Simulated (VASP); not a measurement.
# Ni: single point with PBEsol

Crystal: Ni.

```
CELL_PARAMETERS angstrom
0.00000 1.73217 1.73217
1.73217 0.00000 1.73217
1.73217 1.73217 0.00000
ATOMIC_POSITIONS crystal
Ni 0.00000 0.00000 0.00000
```

```yaml
Program: VASP 6.6.1
Task: single point
Functional: PBEsol
Potentials_or_basis: VASP PAW PBE potentials, release 64 (Ni)
Cutoff: 520 eV
k_mesh: 21 × 21 × 21
Occupations: fermi-dirac, width 0.1 eV
Spin: collinear spin, ferromagnetic start
Starting_moments: "[1.0] μB"
```

```json
{
  "Pressure": "-0.1 GPa",
  "Net moment": "0.59 μB per cell",
  "Site moments": "Ni +0.60 μB",
  "Valence electrons inside the program's atomic spheres": "Ni 9.40"
}
```

Levels at points of the mesh, in eV from the Fermi level:
Spin up:
| k point | band 1 | band 2 | band 3 | band 4 | band 5 | band 6 | band 7 | band 8 | band 9 | band 10 |
| --- | --- | --- | --- | --- | --- | --- | --- | --- | --- | --- |
| (0.00, 0.00, 0.00) | -9.37 | -2.50 | -2.50 | -2.50 | -1.27 | -1.27 | 24.10 | 28.30 | 28.30 | 28.30 |
Spin down:
| k point | band 3 | band 4 | band 5 | band 6 | band 7 | band 8 |
| --- | --- | --- | --- | --- | --- | --- |
| (0.00, 0.00, 0.00) | -1.83 | -1.83 | -0.68 | -0.68 | 24.00 | 28.30 |

It took 50 s on 1 thread of Intel(R) Xeon(R) Platinum 8488C (Sapphire Rapids), on a shared host, peak memory 0.18 GiB.

Caveat: the PAW data sets were made with another functional, which shifts forces and pressure a little.
